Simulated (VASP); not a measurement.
# BAs (F-43m) in VASP: notebook, part 3 of 3

VASP 6.6.1. The steps go on from the part before.

## 6. Electric field gradients, r2SCAN

This run uses another cell than the first one, of 13.63 Å³/atom, 2.222 times its volume.

The input, POSCAR:

```
BAs
1.0
    0.0000000000      2.3885000000      2.3885000000
    2.3885000000      0.0000000000      2.3885000000
    2.3885000000      2.3885000000      0.0000000000
B As
1 1
Direct
    0.0000000000      0.0000000000      0.0000000000
    0.2500000000      0.2500000000      0.2500000000
```

The input, INCAR.step1:

```
PREC     = Accurate       # precision mode
ENCUT    = 520            # plane-wave cutoff, eV
ISMEAR   = -1             # smearing method
SIGMA    = 0.05           # smearing width, eV
LREAL    = F              # projectors in reciprocal space
LASPH    = T              # aspherical terms in the spheres
NELM     = 100            # most SCF steps
NBANDS   = 11             # bands
GGA      = PE             # functional
ALGO     = Normal         # electronic algorithm
EDIFF    = 1E-4           # SCF threshold, eV
LWAVE    = T              # write WAVECAR
LCHARG   = F              # write CHGCAR
```

The input, INCAR.step2:

```
PREC     = Accurate       # precision mode
ENCUT    = 520            # plane-wave cutoff, eV
EDIFF    = 1E-8           # SCF threshold, eV
ISMEAR   = -1             # smearing method
SIGMA    = 0.05           # smearing width, eV
LREAL    = F              # projectors in reciprocal space
LASPH    = T              # aspherical terms in the spheres
NELM     = 100            # most SCF steps
ALGO     = Normal         # electronic algorithm
ISIF     = 2              # what is computed and relaxed
LWAVE    = F              # write WAVECAR
LCHARG   = F              # write CHGCAR
METAGGA  = R2SCAN         # meta-GGA
LMIXTAU  = T            
LEFG     = T            
NBANDS   = 11             # bands
ISTART   = 1
```

The input, KPOINTS:

```
regular mesh
0
Gamma
  13 13 13
```

Potentials or basis: VASP PAW PBE potentials, release 64 (B, As).

Started as:

```sh
$ cat potpaw_PBE.64/B/POTCAR potpaw_PBE.64/As/POTCAR > POTCAR
$ cp INCAR.step1 INCAR
$ mpirun -np 1 vasp_std > vasp.out
$ cp INCAR.step2 INCAR
$ mpirun -np 1 vasp_std > vasp.out
```

OUTCAR:

```text
PREC = Accurate
   ENCUT = 520
   EDIFF = 1E-8
   ISMEAR = -1
   LREAL = F
   LASPH = T
   NELM = 100
   ISIF = 2
   METAGGA = R2SCAN
   ISTART = 1

 ion  position               nearest neighbor table
   1  0.000  0.000  0.000-   2 2.07   2 2.07   2 2.07   2 2.07
   2  0.250  0.250  0.250-   1 2.07   1 2.07   1 2.07   1 2.07

  LATTYP: Found a face centered cubic cell.
 ALAT       =     4.7770000000

  Lattice vectors:

 A1 = (   0.0000000000,   2.3885000000,   2.3885000000)
 A2 = (   2.3885000000,   0.0000000000,   2.3885000000)
 A3 = (   2.3885000000,   2.3885000000,   0.0000000000)

Analysis of symmetry for initial positions (statically):
=====================================================================
 Subroutine PRICEL returns:
 Original cell was already a primitive cell.

 Routine SETGRP: Setting up the symmetry group for a
 face centered cubic supercell.

 Subroutine GETGRP returns: Found 24 space group operations
 (whereof 24 operations were pure point group operations)
 out of a pool of 48 trial point group operations.

The static configuration has the point symmetry T_d .

Analysis of symmetry for dynamics (positions and initial velocities):
=====================================================================
 Subroutine PRICEL returns:
 Original cell was already a primitive cell.

 Routine SETGRP: Setting up the symmetry group for a
 face centered cubic supercell.

 Subroutine GETGRP returns: Found 24 space group operations
 (whereof 24 operations were pure point group operations)
 out of a pool of 48 trial point group operations.

The dynamic configuration has the point symmetry T_d .

[... 161 lines left out ...]
      7       9.4691      0.00000
      8      11.1759      0.00000
      9      16.4026      0.00000
     10      19.4644      0.00000
     11      19.4644      0.00000
[... 309 lines left out ...]
 k-point    24 :       0.4615    0.1538    0.0000
  band No.  band energies     occupation
      1      -7.2508      2.00000
      2      -2.2404      2.00000
      3       2.5654      2.00000
      4       3.3203      2.00000
      5       9.3782      0.00000
      6      11.7561      0.00000
      7      12.6907      0.00000
      8      14.5062      0.00000
      9      18.5242      0.00000
     10      21.0049      0.00000
     11      21.8723      0.00000

 [... further k-points ...]
[... 5 lines left out ...]
  --------------------------------------------------------------------------------------
  -------------------------------------------------------------------------------------
  Total        0.1474009      0.1474009      0.1474009      0.0000000      0.0000000      0.0000000
  in kB        8.6657253      8.6657253      8.6657253      0.0000000      0.0000000      0.0000000
  external PRESSURE =       8.6657253 kB  Pullay stress =       0.0000000 kB

 VOLUME and BASIS-vectors are now :
 -----------------------------------------------------------------------------
  energy-cutoff  :      520.00
  volume of cell :       27.25
      direct lattice vectors                 reciprocal lattice vectors
     0.000000000  2.388500000  2.388500000    -0.209336404  0.209336404  0.209336404
     2.388500000  0.000000000  2.388500000     0.209336404 -0.209336404  0.209336404
     2.388500000  2.388500000  0.000000000     0.209336404  0.209336404 -0.209336404

 POSITION                                       TOTAL-FORCE (eV/Angst)
 -----------------------------------------------------------------------------------
      0.00000      0.00000      0.00000         0.000000      0.000000      0.000000
      1.19425      1.19425      1.19425        -0.000000     -0.000000     -0.000000
 -----------------------------------------------------------------------------------
    total drift:                               -0.000000     -0.000000     -0.000000

  FREE ENERGIE OF THE ION-ELECTRON SYSTEM (eV)
  ---------------------------------------------------
  free  energy   TOTEN  =       -22.2560157737 eV

  energy  without entropy=      -22.2560157661  energy(sigma->0) =      -22.25601577

 Electric field gradients (V/A^2)
---------------------------------------------------------------------
 ion       V_xx      V_yy      V_zz      V_xy      V_xz      V_yz
---------------------------------------------------------------------
   1      -0.000     0.000    -0.000    -0.000    -0.000    -0.000
   2      -0.000    -0.000    -0.000     0.000     0.000     0.000
---------------------------------------------------------------------

 Electric field gradients after diagonalization (V/A^2)
 (convention: |V_zz| > |V_xx| > |V_yy|)
----------------------------------------------------------------------
 ion       V_xx      V_yy      V_zz     asymmetry (V_yy - V_xx)/ V_zz
----------------------------------------------------------------------
   1       0.000     0.000    -0.000       0.000
   2      -0.000    -0.000     0.000       0.000
----------------------------------------------------------------------

           NMR quadrupolar parameters

 Cq : quadrupolar parameter    Cq=e*Q*V_zz/h
 eta: asymmetry parameters     (V_yy - V_xx)/ V_zz
 Q  : nuclear electric quadrupole moment in mb (millibarn)
----------------------------------------------------------------------
 ion       Cq(MHz)       eta       Q (mb)
----------------------------------------------------------------------
   1      -0.000       0.000       1.000
   2       0.000       0.000       1.000
----------------------------------------------------------------------
```

OSZICAR.step1:

```text
N       E                     dE             d eps       ncg     rms          rms(c)
DAV:   1     0.125644541570E+02    0.12564E+02   -0.38483E+03  1856   0.651E+02
DAV:   2    -0.113353297677E+02   -0.23900E+02   -0.22830E+02  2432   0.104E+02
DAV:   3    -0.120438967090E+02   -0.70857E+00   -0.70686E+00  2302   0.169E+01
DAV:   4    -0.120459149833E+02   -0.20183E-02   -0.20182E-02  2051   0.988E-01
DAV:   5    -0.120459180719E+02   -0.30886E-05   -0.30885E-05  2204   0.419E-02    0.493E+00
DAV:   6    -0.114725995845E+02    0.57332E+00   -0.15823E+00  1959   0.511E+00    0.240E+00
DAV:   7    -0.114130951445E+02    0.59504E-01   -0.19349E-01  2172   0.216E+00    0.984E-01
DAV:   8    -0.114063073459E+02    0.67878E-02   -0.20201E-02  2094   0.808E-01    0.981E-02
DAV:   9    -0.114066103982E+02   -0.30305E-03   -0.76002E-04  2111   0.160E-01    0.585E-02
DAV:  10    -0.114067652703E+02   -0.15487E-03   -0.19079E-04  1977   0.843E-02    0.121E-02
DAV:  11    -0.114067711231E+02   -0.58528E-05   -0.51690E-06   966   0.155E-02
   1 F= -.11406771E+02 E0= -.11406771E+02  d E =-.474836E-07
```

It took 1.8 min on 1 thread of AMD EPYC 9R45 (Zen 5), shared host; peak memory 0.15 GiB.

Results:

```yaml
Free_energy: -22.2560 eV
Pressure: 0.9 GPa
Band_gap_on_the_k_mesh: 1.37 eV, indirect (least direct gap 3.45 eV)
```

Levels at points of the mesh, in eV from the valence-band top:
| k point | band 1 | band 2 | band 3 | band 4 | band 5 | band 6 | band 7 | band 8 | band 9 |
| --- | --- | --- | --- | --- | --- | --- | --- | --- | --- |
| (0.00, 0.00, 0.00) | -16.16 | 0.00 | 0.00 | 0.00 | 3.45 | 3.45 | 3.45 | 5.15 | 10.38 |

Caveat: without QUAD_EFG the Cq values of the log hold for a quadrupole moment of 1 mb, not for the nuclei; the PAW data sets were made with another functional, which shifts forces and pressure a little.

## 7. The runs side by side

| cell | smearing | gap on the mesh (eV) | pressure (GPa) |
| --- | --- | --- | --- |
| a = 2.588 Å, angles 60.0°, 2 atoms | fermi-dirac 0.05 eV | 0.46 | 548.2 |
| a = 2.588 Å, angles 60.0°, 2 atoms | fermi-dirac 0.001 eV | 0.46 | 548.2 |
| a = 2.681 Å, angles 60.0°, 2 atoms | fermi-dirac 0.05 eV | 0.52 | 390.1 |
| a = 3.200 Å, angles 60.0°, 2 atoms | fermi-dirac 0.05 eV | 1.19 | 33.7 |
| a = 3.378 Å, angles 60.0°, 2 atoms | fermi-dirac 0.05 eV | 1.37 | 0.9 |

Alike in all rows: task electric field gradients; level r2SCAN; potentials or basis VASP PAW PBE potentials, release 64 (B, As); no spin polarisation; k mesh 13 × 13 × 13; cutoff (eV) 520.

Caveats: the PAW data sets were made with another functional, which shifts forces and pressure a little.

Total energies depend on the potentials used, so only differences within one code and one set of settings carry meaning.
